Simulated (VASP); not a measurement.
# CsRe (Pm-3m) in VASP: further runs

The runs below take CsRe through single point, relaxation of cell and atoms, with PBE.

All numbers are computed with VASP 6.6.1; they aren't measurements. Logs are shortened: lines on timing, memory, paths and dates and some standing lists are left out, and cuts for length are marked.

### Step 1. The cell of the first run

Symmetry: Pm-3m, No. 221, cubic system. The conventional cell has a = 3.652 Å, b = 3.652 Å, c = 3.652 Å, α = 90.00°, β = 90.00°, γ = 90.00°. Cs (site symmetry m-3m) has 8 Re at 3.16 Å and 6 Cs at 3.65 Å within 4.2 Å. Within 4.2 Å of Re (site symmetry m-3m) lie 8 Cs at 3.16 Å and 6 Re at 3.65 Å.

### Step 2. Single point, PBE

Input file INCAR:

```
SYSTEM = CsRe
ALGO = Fast ; EDIFF = 1E-7
ENCUT = 520 ; GGA = PE
ISIF = 2 ; ISMEAR = 0
LASPH = .True. ; LCHARG = .True.
LELF = .True. ; LREAL = .False.
LVHAR = .True. ; LWAVE = .False.
NBANDS = 15 ; NELM = 80
PREC = Accurate ; SIGMA = 0.1
```

Input file KPOINTS:

```
k-points
0
Gamma
  16 16 16
  0 0 0
```

Input file POSCAR:

```
CsRe
1.0
    3.6518405917      0.0000000000      0.0000000000
    0.0000000000      3.6518405917      0.0000000000
    0.0000000000      0.0000000000      3.6518405917
Cs Re
1 1
Direct
    0.0000000000      0.0000000000      0.0000000000
    0.5000000000      0.5000000000      0.5000000000
```

Potentials or basis: VASP PAW PBE potentials, release 64 (Cs_sv, Re).

On the command line:

```
> cat potpaw_PBE.64/Cs_sv/POTCAR potpaw_PBE.64/Re/POTCAR > POTCAR
> mpirun -np 1 vasp_std > vasp.out
```

OUTCAR:

```text
SYSTEM = CsRe
   EDIFF = 1E-7
   ENCUT = 520
   GGA = PE
   ISIF = 2
   ISMEAR = 0
   LASPH = .True.
   LREAL = .False.
   NELM = 80
   PREC = Accurate

 ion  position               nearest neighbor table
   1  0.000  0.000  0.000-   2 3.16   2 3.16   2 3.16   2 3.16   2 3.16   2 3.16   2 3.16   2 3.16

   2  0.500  0.500  0.500-   1 3.16   1 3.16   1 3.16   1 3.16   1 3.16   1 3.16   1 3.16   1 3.16

  LATTYP: Found a simple cubic cell.
 ALAT       =     3.6518405917

  Lattice vectors:

 A1 = (   3.6518405917,   0.0000000000,   0.0000000000)
 A2 = (   0.0000000000,   3.6518405917,   0.0000000000)
 A3 = (   0.0000000000,   0.0000000000,   3.6518405917)

Analysis of symmetry for initial positions (statically):
=====================================================================
 Subroutine PRICEL returns:
 Original cell was already a primitive cell.

 Routine SETGRP: Setting up the symmetry group for a
 simple cubic supercell.

 Subroutine GETGRP returns: Found 48 space group operations
 (whereof 48 operations were pure point group operations)
 out of a pool of 48 trial point group operations.

The static configuration has the point symmetry O_h .

Analysis of symmetry for dynamics (positions and initial velocities):
=====================================================================
 Subroutine PRICEL returns:
 Original cell was already a primitive cell.

 Routine SETGRP: Setting up the symmetry group for a
 simple cubic supercell.

 Subroutine GETGRP returns: Found 48 space group operations
 (whereof 48 operations were pure point group operations)
 out of a pool of 48 trial point group operations.

The dynamic configuration has the point symmetry O_h .

 Subroutine INISYM returns: Found 48 space group operations
 (whereof 48 operations are pure point group operations),
 and found     1 'primitive' translations

----------------------------------------------------------------------------------------

                                     Primitive cell

  volume of cell :      48.7007

  direct lattice vectors                    reciprocal lattice vectors
     3.651840592  0.000000000  0.000000000     0.273834516  0.000000000  0.000000000
     0.000000000  3.651840592  0.000000000     0.000000000  0.273834516  0.000000000
     0.000000000  0.000000000  3.651840592     0.000000000  0.000000000  0.273834516

  length of vectors
     3.651840592  3.651840592  3.651840592     0.273834516  0.273834516  0.273834516

  position of ions in fractional coordinates (direct lattice)
     0.000000000  0.000000000  0.000000000
     0.500000000  0.500000000  0.500000000

  ion indices of the primitive-cell ions
   primitive index   ion index
                 1           1
                 2           2

----------------------------------------------------------------------------------------

 KPOINTS: k-points

Automatic generation of k-mesh.
 Grid dimensions read from file:
 generate k-points for:   16   16   16

 Generating k-lattice:

  Cartesian coordinates                     Fractional coordinates (reciprocal lattice)
     0.017114657  0.000000000  0.000000000     0.062500000  0.000000000  0.000000000
     0.000000000  0.017114657  0.000000000     0.000000000  0.062500000  0.000000000
     0.000000000  0.000000000  0.017114657     0.000000000  0.000000000  0.062500000

  Length of vectors
     0.017114657  0.017114657  0.017114657

  Shift w.r.t. Gamma in fractional coordinates (k-lattice)
     0.000000000  0.000000000  0.000000000

 Subroutine IBZKPT returns following result:
 ===========================================

 Found    165 irreducible k-points:

 Following reciprocal coordinates:
            Coordinates               Weight
  0.000000  0.000000  0.000000      1.000000
  0.062500  0.000000  0.000000      6.000000
  0.125000  0.000000  0.000000      6.000000
  0.187500  0.000000  0.000000      6.000000
  0.250000  0.000000  0.000000      6.000000
  0.312500  0.000000  0.000000      6.000000
[... 16 lines left out ...]
  0.437500  0.125000  0.000000     24.000000
  0.500000  0.125000  0.000000     12.000000
 [... further k-points ...]
   k-points           NKPTS =    165   k-points in BZ     NKDIM =    165   number of bands    NBANDS=     15
   number of dos      NEDOS =    301   number of ions     NIONS =      2
   total plane-waves  NPLWV =  21952
   dimension x,y,z NGX =    28 NGY =   28 NGZ =   28
   dimension x,y,z NGXF=    56 NGYF=   56 NGZF=   56
   ions per type =               1   1
   NGX,Y,Z   is equivalent  to a cutoff of  12.75, 12.75, 12.75 a.u.
   NGXF,Y,Z  is equivalent  to a cutoff of  25.49, 25.49, 25.49 a.u.
 SYSTEM =  CsRe
   PREC   = accura    normal or accurate (medium, high low for compatibility)
   ISTART =      0    job   : 0-new  1-cont  2-samecut
   ICHARG =      2    charge: 1-file 2-atom 10-const
   ISPIN  =      1    spin polarized calculation?
   LNONCOLLINEAR =      F non collinear calculations
   LSORBIT =      F    spin-orbit coupling
   LASPH  =      T    aspherical Exc in radial PAW
   ENCUT  =  520.0 eV  38.22 Ry    6.18 a.u.   6.79  6.79  6.79*2*pi/ulx,y,z
   NELM   =     80;   NELMIN=  2; NELMDL= -5     # of ELM steps
   EDIFF  = 0.1E-06   stopping-criterion for ELM
   LREAL  =      F    real-space projection
   EDIFFG = 0.1E-05   stopping-criterion for IOM
   NSW    =      0    number of steps for IOM
   IBRION =     -1    ionic relax: 0-MD 1-quasi-New 2-CG
   NFREE  =      0    steps in history (QN), initial steepest desc. (CG)
   ISIF   =      2    stress and relaxation
   ISYM   =      2    0-nonsym 1-usesym 2-fastsym
   POTIM  = 0.5000    time-step for ionic-motion
   TEBEG  =    0.0;   TEEND  =   0.0 temperature during run
   PSTRESS=    0.0 pullay stress
   NELECT =      16.0000    total number of electrons
   NUPDOWN=      -1.0000    fix difference up-down
   EMIN   =  10.00;   EMAX   =-10.00  energy-range for DOS
   EFERMI =   0.00;   METHOD = LEGACY
   ISMEAR =     0;   SIGMA  =   0.10  broadening in eV -4-tet -1-fermi 0-gaus
   EFERMI_NEDOS =   21; number of points for ismear=-14 and -15
   IALGO  =     68    algorithm
   IMIX   =      4    mixing-type and parameters
     AMIX     =   0.40;   BMIX     =  1.00
     AMIX_MAG =   1.60;   BMIX_MAG =  1.00
  volume/ion in A,a.u.               =      24.35       164.32
  Fermi-wavevector in a.u.,A,eV,Ry     =   1.129630  2.134692 17.361914  1.276065
  Thomas-Fermi vector in A             =   2.266324
   LORBIT       =      0    0 simple, 1 ext, 2 COOP (PROOUT), +10 PAW based schemes
   GGA     = PE    functional components
   LHFCALC =     F    Hartree Fock is set to
   AEXX    =    0.0000 exact exchange contribution
   IVDW    =     0    specifies the selected vdW correction
   LEPSILON=     F    determine dielectric tensor
   LRPA    =     F    only Hartree local field effects (RPA)
 non-spin polarized calculation
 RMM-DIIS sequential band-by-band and
 Gauss-broadening in eV      SIGMA  =   0.10
  energy-cutoff  :      520.00
  volume of cell :       48.70
 maximum number of plane-waves:      1357
 NGX is ok and might be reduce to    28
   NGX = 13   NGY = 13   NGZ = 13

 number of electron      15.9999998 magnetization

 Free energy of the ion-electron system (eV)
  ---------------------------------------------------
  ext. energy  EPLUGINS =         0.00000000
  ---------------------------------------------------
  free energy    TOTEN  =        -6.49507404 eV

  energy without entropy =       -6.47252551  energy(sigma->0) =       -6.48379977

 E-fermi :   4.8727     XC(G=0): -11.1852

 val. band max:        4.8677946284   @ k =   0.4375   0.0625   0.0000
 cond. band min:       4.8739420791   @ k =   0.5000   0.0625   0.0000
 fundamental gap:      0.0061474506
 Fermi energy:         4.8727382810

 k-point     1 :       0.0000    0.0000    0.0000
  band No.  band energies     occupation
      1     -17.2504      2.00000
      2      -3.1483      2.00000
      3      -3.1483      2.00000
      4      -3.1483      2.00000
      5       1.3765      2.00000
      6       2.1835      2.00000
      7       2.1835      2.00000
      8       4.7066      1.98117
      9       4.7066      1.98117
     10       4.7066      1.98117
     11      10.0823      0.00000
     12      10.0823      0.00000
     13      14.4186      0.00000
     14      14.4186      0.00000
     15      14.4186      0.00000

 k-point     2 :       0.0625    0.0000    0.0000
  band No.  band energies     occupation
      1     -17.2387      2.00000
      2      -3.3133      2.00000
      3      -3.1475      2.00000
      4      -3.1475      2.00000
      5       1.5256      2.00000
      6       2.2077      2.00000
      7       2.2896      2.00000
      8       4.7163      1.97310
      9       4.7163      1.97304
     10       4.7163      1.97304
     11       9.9823      0.00000
     12      10.1445      0.00000
     13      13.8225      0.00000
     14      13.8225      0.00000
     15      14.1645      0.00000

 k-point     3 :       0.1250    0.0000    0.0000
  band No.  band energies     occupation
      1     -17.2049      2.00000
      2      -3.7287      2.00000
      3      -3.1454      2.00000
      4      -3.1454      2.00000
      5       1.8860      2.00000
      6       2.2784      2.00000
      7       2.6076      2.00000
      8       4.7438      1.93177
      9       4.7465      1.92571
     10       4.7465      1.92571
     11       9.7057      0.00000
     12      10.2982      0.00000
     13      12.8792      0.00000
     14      12.8792      0.00000
     15      13.5627      0.00000
[... 343 lines left out ...]
 k-point    23 :       0.4375    0.1250    0.0000
  band No.  band energies     occupation
      1     -16.9019      2.00000
      2      -5.7005      2.00000
      3      -3.4670      2.00000
      4      -3.0694      2.00000
      5       2.9636      2.00000
      6       4.2865      2.00000
      7       4.5987      1.99989
      8       4.6499      1.99837
      9       5.0080      0.05569
     10       5.8073      0.00000
     11       7.1577      0.00000
     12       8.3265      0.00000
     13      10.0041      0.00000
     14      10.1882      0.00000
     15      14.2751      0.00000

 k-point    24 :       0.5000    0.1250    0.0000
  band No.  band energies     occupation
      1     -16.8891      2.00000
      2      -5.7733      2.00000
      3      -3.4594      2.00000
      4      -3.0666      2.00000
      5       2.9855      2.00000
      6       4.4943      2.00000
      7       4.5680      1.99998
      8       4.7074      1.98066
      9       4.9551      0.24426
     10       6.2637      0.00000
     11       6.5674      0.00000
     12       8.2551      0.00000
     13       9.9320      0.00000
     14      10.0893      0.00000
     15      14.2345      0.00000

 [... further k-points ...]
[... 5 lines left out ...]
  --------------------------------------------------------------------------------------
  -------------------------------------------------------------------------------------
  Total        0.2768428      0.2768428      0.2768428      0.0000000     -0.0000000     -0.0000000
  in kB        9.1076941      9.1076941      9.1076941      0.0000000     -0.0000000     -0.0000000
  external PRESSURE =       9.1076941 kB  Pullay stress =       0.0000000 kB

 VOLUME and BASIS-vectors are now :
 -----------------------------------------------------------------------------
  energy-cutoff  :      520.00
  volume of cell :       48.70
      direct lattice vectors                 reciprocal lattice vectors
     3.651840592  0.000000000  0.000000000     0.273834516  0.000000000  0.000000000
     0.000000000  3.651840592  0.000000000     0.000000000  0.273834516  0.000000000
     0.000000000  0.000000000  3.651840592     0.000000000  0.000000000  0.273834516

 POSITION                                       TOTAL-FORCE (eV/Angst)
 -----------------------------------------------------------------------------------
      0.00000      0.00000      0.00000         0.000000      0.000000      0.000000
      1.82592      1.82592      1.82592         0.000000      0.000000      0.000000
 -----------------------------------------------------------------------------------
    total drift:                                0.000000      0.000000      0.000000

  FREE ENERGIE OF THE ION-ELECTRON SYSTEM (eV)
  ---------------------------------------------------
  free  energy   TOTEN  =        -6.4950740373 eV

  energy  without entropy=       -6.4725255098  energy(sigma->0) =       -6.48379977
```

Wall time 99 s (1 thread of Intel Xeon 6975P-C, shared host); peak memory 0.26 GiB.

Results:

```yaml
Free_energy: -6.4951 eV
Pressure: 0.9 GPa
Band_gap_on_the_k_mesh: zero (band 8 reaches 5.58 eV, above the bottom of band 9 at 4.60 eV)
```

Caveat: spin-orbit coupling is left out, which moves the levels of the heavy elements.

(Part 1 of 2 ends here.)
